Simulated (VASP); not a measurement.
# BN (P6_3/mmc) in VASP: notebook, part 2 of 2

VASP 6.6.1. Earlier steps stand in the parts before.

## 4. Single point, revPBE+D4

This run uses another cell than the first one, of 8.29 Å³/atom, 0.925 times its volume.

Input file INCAR:

```
SYSTEM = BN
  PREC = Accurate
  ENCUT = 520
  EDIFF = 1E-6
  ISMEAR = -1
  SIGMA = 0.05
  LREAL = .False.
  LASPH = .True.
  NELM = 100
  ALGO = Normal
  ISIF = 2
  LWAVE = .False.
  LCHARG = .True.
  GGA = RE
  IVDW = 13
  LELF = .True.
  LVHAR = .True.
  NBANDS = 16
```

Input file KPOINTS:

```
regular mesh
0
Gamma
  12 12 4
  0 0 0
```

Input file POSCAR:

```
BN
1.0
    2.5079446675      0.0000000000      0.0000000000
   -1.2539723337      2.1719437933      0.0000000000
    0.0000000000      0.0000000000      6.0889668770
N B
2 2
Direct
    0.6666666667      0.3333333333      0.2500000000
    0.3333333333      0.6666666667      0.7500000000
    0.6666666667      0.3333333333      0.7500000000
    0.3333333333      0.6666666667      0.2500000000
```

Potentials or basis: VASP PAW PBE potentials, release 64 (N, B).

Started as:

```sh
$ cat potpaw_PBE.64/N/POTCAR potpaw_PBE.64/B/POTCAR > POTCAR
$ mpirun -np 1 vasp_std > vasp.out
```

OUTCAR:

```text
SYSTEM = BN
   PREC = Accurate
   ENCUT = 520
   EDIFF = 1E-6
   ISMEAR = -1
   LREAL = .False.
   LASPH = .True.
   NELM = 100
   ISIF = 2
   GGA = RE
   IVDW = 13

 ion  position               nearest neighbor table
   1  0.667  0.333  0.250-   4 1.45   4 1.45   4 1.45
   2  0.333  0.667  0.750-   3 1.45   3 1.45   3 1.45
   3  0.667  0.333  0.750-   2 1.45   2 1.45   2 1.45
   4  0.333  0.667  0.250-   1 1.45   1 1.45   1 1.45

  LATTYP: Found a hexagonal cell.
 ALAT       =     2.5079446675
 C/A-ratio  =     2.4278712987
[... 657 lines left out ...]

  FORCE on cell =-STRESS in cart. coord.  units (eV):
  Direction    XX          YY          ZZ          XY          YZ          ZX
  --------------------------------------------------------------------------------------
  -------------------------------------------------------------------------------------
  Total       0.04328     0.04328    -0.03444     0.00000     0.00000    -0.00000
  in kB       2.09069     2.09069    -1.66381     0.00000     0.00000    -0.00000
  external pressure =        0.84 kB  Pullay stress =        0.00 kB

 VOLUME and BASIS-vectors are now :
 -----------------------------------------------------------------------------
  energy-cutoff  :      520.00
  volume of cell :       33.17
      direct lattice vectors                 reciprocal lattice vectors
     2.507944667  0.000000000  0.000000000     0.398732880  0.230208536  0.000000000
    -1.253972334  2.171943793  0.000000000     0.000000000  0.460417071  0.000000000
     0.000000000  0.000000000  6.088966877     0.000000000  0.000000000  0.164231473

 POSITION                                       TOTAL-FORCE (eV/Angst)
 -----------------------------------------------------------------------------------
      1.25397      0.72398      1.52224        -0.000000     -0.000000      0.000000
     -0.00000      1.44796      4.56673        -0.000000     -0.000000     -0.000000
      1.25397      0.72398      4.56673        -0.000000      0.000000     -0.000000
     -0.00000      1.44796      1.52224         0.000000     -0.000000     -0.000000
 -----------------------------------------------------------------------------------
    total drift:                               -0.000000      0.000000      0.000000

  FREE ENERGIE OF THE ION-ELECTRON SYSTEM (eV)
  ---------------------------------------------------
  free  energy   TOTEN  =       -35.3558814420 eV

  energy  without entropy=      -35.3558814420  energy(sigma->0) =      -35.35588144
```

OSZICAR:

```text
N       E                     dE             d eps       ncg     rms          rms(c)
DAV:   1     0.469116051426E+02    0.46912E+02   -0.80802E+03  1824   0.936E+02
DAV:   2    -0.341181686052E+02   -0.81030E+02   -0.74351E+02  2552   0.223E+02
DAV:   3    -0.370696362090E+02   -0.29515E+01   -0.29415E+01  2336   0.413E+01
DAV:   4    -0.370856161586E+02   -0.15980E-01   -0.15978E-01  2264   0.337E+00
DAV:   5    -0.370857392567E+02   -0.12310E-03   -0.12309E-03  2312   0.279E-01    0.112E+01
DAV:   6    -0.340817754985E+02    0.30040E+01   -0.47409E+00  2264   0.172E+01    0.509E+00
DAV:   7    -0.338579858557E+02    0.22379E+00   -0.56510E-01  2408   0.555E+00    0.319E+00
DAV:   8    -0.338091983557E+02    0.48787E-01   -0.19235E-01  2272   0.303E+00    0.458E-01
DAV:   9    -0.338047641400E+02    0.44342E-02   -0.12708E-02  2160   0.967E-01    0.185E-01
DAV:  10    -0.338060642488E+02   -0.13001E-02   -0.18056E-03  2032   0.309E-01    0.373E-02
DAV:  11    -0.338062067078E+02   -0.14246E-03   -0.15174E-04  2264   0.992E-02    0.255E-02
DAV:  12    -0.338062254059E+02   -0.18698E-04   -0.44268E-05  2024   0.479E-02    0.335E-03
DAV:  13    -0.338062258395E+02   -0.43363E-06   -0.75326E-07  2072   0.687E-03
   1 F= -.35355881E+02 E0= -.35355881E+02  d E =-.148281E-10
```

stdout:

```text
POSCAR found type information on POSCAR N B
 POSCAR found :  2 types and       4 ions
 scaLAPACK will be used
 -----------------------------------------------------------------------------
|                                                                             |
|                                                                             |
|     You enforced a specific xc type in the INCAR file but a different       |
|     I HOPE YOU KNOW WHAT YOU ARE DOING!                                     |
|                                                                             |
 -----------------------------------------------------------------------------

 LDA part: xc-table for (Slater+PW92), standard interpolation
 POSCAR, INCAR and KPOINTS ok, starting setup
 FFT: planning ... GRIDC
 FFT: planning ... GRID_SOFT
 FFT: planning ... GRID
 WAVECAR not read
 entering main loop
```

Run time: 13 s. Hardware: 1 thread of Intel Xeon 6975P-C (Granite Rapids), shared host; peak memory 0.16 GiB.

What came out:

* Free energy: -35.3559 eV
* Pressure: 0.1 GPa
* Band gap on the k mesh: 4.17 eV, indirect (least direct gap 4.47 eV)
* Dispersion energy per atom: -0.387 eV

Caveat: the PAW data sets were made with another functional, which shifts forces and pressure a little. A hybrid or GW would open this gap; revPBE tends to underestimate it.

## 5. Summary

```tsv
task	level	cell	cutoff (eV)	gap on the mesh (eV)	pressure (GPa)	relaxed volume (Å³/atom)
relaxation of cell and atoms	RPBE+D4	relaxed from a = 2.498, b = 2.498, c = 6.636 Å, angles 90.0, 90.0, 120.0°, 4 atoms	600	4.20	0.0	8.34
relaxation of cell and atoms	RPBE	relaxed from a = 2.498, b = 2.498, c = 6.636 Å, angles 90.0, 90.0, 120.0°, 4 atoms	600	4.59	-0.1	11.01
single point	revPBE+D4	a = 2.508, b = 2.508, c = 6.089 Å, angles 90.0, 90.0, 120.0°, 4 atoms	520	4.17	0.1	-
```

Alike in all rows: potentials or basis VASP PAW PBE potentials, release 64 (N, B); no spin polarisation; k mesh 12 × 12 × 4; smearing fermi-dirac 0.05 eV.

Caveats: the PAW data sets were made with another functional, which shifts forces and pressure a little; the volume moved by over 15 % at a fixed basis, so the end points are rough (some runs); this functional lacks dispersion, which binds the layers, so the pressure and a relaxed spacing across them are unreliable (some runs); the volume moved by +23 % from the deposited cell, more than functionals usually miss (some runs).

Absolute energies hang on the potentials; compare differences alone.
